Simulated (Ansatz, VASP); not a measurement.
# Two plane-wave programs on NbP

INCAR

```
ALGO = Normal ; EDIFF = 1E-6
ENCUT = 520 ; GGA = PE
ISIF = 2 ; ISMEAR = 0
LASPH = True ; LCHARG = False
LREAL = False ; LWAVE = False
NBANDS = 26 ; NELM = 100
PREC = Accurate ; SIGMA = 0.1
```

The input KPOINTS:

```
k-points
0
Gamma
  6 6 6
```

Contents of POSCAR:

```
NbP
1.0
   -1.6625000000      1.6625000000      5.6900000000
    1.6625000000     -1.6625000000      5.6900000000
    1.6625000000      1.6625000000     -5.6900000000
Nb P
2 2
Direct
    0.0000000000      0.0000000000      0.0000000000
    0.7500000000      0.2500000000      0.5000000000
    0.5000000000      0.5000000000      0.0000000000
    0.2500000000      0.7500000000      0.5000000000
```

Input for Ansatz:

```yaml
crystal:
  lattice:
    - [-1.6625, 1.6625, 5.69]
    - [1.6625, -1.6625, 5.69]
    - [1.6625, 1.6625, -5.69]
  atoms:
    - { symbol: Nb, position: [0.0, 0.0, 0.0] }
    - { symbol: Nb, position: [0.75, 0.25, 0.5] }
    - { symbol: P, position: [0.5, 0.5, 0.0] }
    - { symbol: P, position: [0.25, 0.75, 0.5] }
basis:
  ecutwfc: 420
kpoints:
  mp_grid: { grid: [6, 6, 6] }
hamiltonian:
  xc: pbe
scf:
  occupations: { method: gaussian, width: 0.1 }
output:
  forces: true
  stress: true
  eigenvalues: true
```

Alike in both runs: task single point; functional PBE; k mesh 6 × 6 × 6; occupations gaussian, width 0.1 eV; no spin polarisation.

|  | VASP | Ansatz |
| --- | --- | --- |
| version | VASP 6.6.1 | Ansatz 0.2.0 |
| potentials or method | VASP PAW PBE potentials, release 64 (Nb_sv, P), cutoff 520 eV | scalar-relativistic, plane waves, PAW |
| valence electrons in the cell | 36 | 36 |

Ansatz gave:

| Item | Value |
| --- | --- |
| gap on the k mesh at the Fermi level (eV) | none |
| pressure (GPa) | 19.2 |
| traceless stress, the component that is largest in VASP (GPa) | -29.25 |

Question: Which values does VASP return?

Answer: gap on the k mesh at the Fermi level (eV): none; pressure (GPa): 18.7; traceless stress, the component that is largest in VASP (GPa): -28.98.

A gap of «none» marks a metal or a gap that the smearing closes.

The k mesh is coarse, so the values compare programs but aren't converged.
